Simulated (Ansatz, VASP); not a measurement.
## One calculation of Be5Te, two programs

File INCAR:

```
PREC = Accurate ; ENCUT = 600
EDIFF = 1E-6 ; ISMEAR = 0
SIGMA = 0.2 ; LREAL = False
LASPH = True ; NELM = 100
ALGO = Normal ; ISIF = 3
LWAVE = False ; LCHARG = False
GGA = PE ; IBRION = 2
NSW = 36 ; EDIFFG = -0.08
```

KPOINTS

```
Automatic mesh
0
Gamma
  4 4 4
```

Contents of POSCAR:

```
Be5Te
1.0
    4.3987135300      0.0000000000      0.0000000000
   -2.1993567700      3.8093976600      0.0000000000
    0.0000000000      0.0000000000      4.2310881100
Be Te
5 1
Direct
    0.2156108100      0.0000000000      0.7060759000
    0.0000000000      0.2156108100      0.7060759000
    0.7843891900      0.7843891900      0.7060759000
    0.3333333300      0.6666666700      0.4585208500
    0.6666666700      0.3333333300      0.4585208500
    0.0000000000      0.0000000000      0.2640849800
```

Input for Ansatz:

```yaml
crystal:
  lattice:
    - [4.39871353, 0.0, 0.0]
    - [-2.19935677, 3.80939766, 0.0]
    - [0.0, 0.0, 4.23108811]
  atoms:
    - { symbol: Be, position: [0.21561081, 0.0, 0.7060759] }
    - { symbol: Be, position: [0.0, 0.21561081, 0.7060759] }
    - { symbol: Be, position: [0.78438919, 0.78438919, 0.7060759] }
    - { symbol: Be, position: [0.33333333, 0.66666667, 0.45852085] }
    - { symbol: Be, position: [0.66666667, 0.33333333, 0.45852085] }
    - { symbol: Te, position: [0.0, 0.0, 0.26408498] }
basis:
  ecutwfc: 420
kpoints:
  mp_grid: { grid: [4, 4, 4] }
hamiltonian:
  xc: pbe
scf:
  occupations: { method: gaussian, width: 0.2 }
  lower_state_search: "off"
output:
  forces: true
  stress: true
  eigenvalues: true
relax:
  adjacent_minimum: "off"
  f_tol: 0.08
  max_steps: 16
  cell: { stress_tol: 0.8 }
```

Alike in both runs: task relaxation of cell and atoms; functional PBE; k mesh 4 × 4 × 4; occupations gaussian, width 0.2 eV; no spin polarisation.

|  | VASP | Ansatz |
| --- | --- | --- |
| version | VASP 6.6.1 | Ansatz 0.2.0 |
| potentials or method | VASP PAW PBE potentials, release 64 (Be, Te), cutoff 600 eV | scalar-relativistic, plane waves, PAW |
| valence electrons in the cell | 16 | 26 |

```csv
,VASP,Ansatz,Ansatz less VASP
"gap on the k mesh at the Fermi level, each at its own relaxed structure (eV)",none,none,-
relaxed volume (Å³/atom),13.85,13.64,-0.219
relaxed cell length with the largest relative difference (Å),6.779,6.665,-0.1143
```

A gap of «none» marks a metal or a gap that the smearing closes. VASP's potentials hold 16 valence electrons a cell and Ansatz's 26, so a difference there can come from the potentials and not from the codes.

The k mesh is coarse, so the values compare programs but aren't converged. Neither program's run includes spin-orbit coupling. Noted on VASP's run: the volume moved by over 15 % at a fixed basis, so the end points are rough.
